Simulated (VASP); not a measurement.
A run of VASP 6.6.1:

Contents of POSCAR:

```
VMo2S6
1.0
    3.1896438074      0.0000000000      0.0000000000
   -1.5948219037      2.7623125662      0.0000000000
    0.0000000000      0.0000000000     20.5045697026
V Mo S
1 2 6
Direct
    0.0000000000      0.0000000000      0.0000000000
    0.0000000000      0.0000000000      0.6675710820
    0.0000000000      0.0000000000      0.3324289180
    0.6666666667      0.3333333333      0.9286001090
    0.6666666667      0.3333333333      0.2551386290
    0.6666666667      0.3333333333      0.5902157876
    0.3333333333      0.6666666667      0.7448613710
    0.3333333333      0.6666666667      0.0713998910
    0.3333333333      0.6666666667      0.4097842124
```

Contents of INCAR.step1:

```
ALGO = Normal ; EDIFF = 1E-6
ENCUT = 520 ; GGA = PE
ISIF = 2 ; ISMEAR = 0
LASPH = True ; LCHARG = True
LMAXMIX = 4 ; LREAL = False
LWAVE = False ; NBANDS = 48
NELM = 100 ; PREC = Accurate
SIGMA = 0.1
```

Contents of KPOINTS.step1:

```
k-points
0
Gamma
  12 12 2
```

The input INCAR.step2:

```
ALGO = Normal ; EDIFF = 1E-6
ENCUT = 520 ; GGA = PE
ICHARG = 11 ; ISIF = 2
ISMEAR = -5 ; LASPH = True
LCHARG = False ; LMAXMIX = 4
LORBIT = 11 ; LREAL = False
LWAVE = False ; NEDOS = 1001
NELM = 100 ; PREC = Accurate
SIGMA = 0.1
```

Contents of KPOINTS.step2:

```
k-points
0
Gamma
  18 18 3
```

Potentials or basis: VASP PAW PBE potentials, release 64 (V_sv, Mo_sv, S).

Launch:

```sh
$ cat potpaw_PBE.64/V_sv/POTCAR potpaw_PBE.64/Mo_sv/POTCAR potpaw_PBE.64/S/POTCAR > POTCAR
$ cp INCAR.step1 INCAR
$ cp KPOINTS.step1 KPOINTS
$ mpirun -np 1 vasp_std > vasp.out
$ cp INCAR.step2 INCAR
$ cp KPOINTS.step2 KPOINTS
$ mpirun -np 1 vasp_std > vasp.out
```

Hardware: 1 thread of Intel(R) Xeon(R) 6975P-C (Granite Rapids), on a shared host.

How long does it take, and how much memory?

Wall time 8.3 min on 1 thread of Intel(R) Xeon(R) 6975P-C (Granite Rapids) (shared host), peak memory 0.76 GiB. Counts: k points 101.
